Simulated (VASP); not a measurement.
A run of VASP 6.6.1 is set up as follows.

INCAR

```
SYSTEM = Hf2N
ALGO     = Normal         ! electronic algorithm
EDIFF    = 1E-6           ! SCF threshold, eV
ENCUT    = 520            ! plane-wave cutoff, eV
GGA      = PS             ! functional
ISIF     = 2              ! what is computed and relaxed
ISMEAR   = 0              ! smearing method
LASPH    = .TRUE.         ! aspherical terms in the spheres
LCHARG   = .FALSE.        ! write CHGCAR
LREAL    = .FALSE.        ! projectors in reciprocal space
LWAVE    = .FALSE.        ! write WAVECAR
NBANDS   = 34             ! bands
NELM     = 80             ! most SCF steps
PREC     = Accurate       ! precision mode
SIGMA    = 0.1            ! smearing width, eV
```

Contents of KPOINTS:

```
k-points
0
G
  8 8 12
  0 0 0
```

POSCAR

```
Hf2N
1.0
    5.4776666609      0.0000000000      0.0000000000
    0.0000000000      5.4776666609      0.0000000000
    0.0000000000      0.0000000000      3.3180368148
Hf N
4 2
Direct
    0.2976101411      0.2976101411      0.0000000000
    0.7023898589      0.7023898589      0.0000000000
    0.7976101411      0.2023898589      0.5000000000
    0.2023898589      0.7976101411      0.5000000000
    0.0000000000      0.0000000000      0.0000000000
    0.5000000000      0.5000000000      0.5000000000
```

Potentials or basis: VASP PAW PBE potentials, release 64 (Hf_pv, N).

Command:

```sh
$ cat potpaw_PBE.64/Hf_pv/POTCAR potpaw_PBE.64/N/POTCAR > POTCAR
$ mpirun -np 1 vasp_std > vasp.out
```

Q: What does it give for the band gap on the k mesh?

A: Zero (bands 25 and 26 overlap by 2.41 eV).

Q: What does it give for the pressure?

A: -16.9 GPa.

Stress tensor (GPa, compression positive):
```
-16.85   0.00   0.00
  0.00 -16.85   0.00
  0.00   0.00 -17.04
```

Caveat: the cell stands under tension; the PAW data sets were made with another functional, which shifts forces and pressure a little; spin-orbit coupling is left out, which moves the levels of the heavy elements.
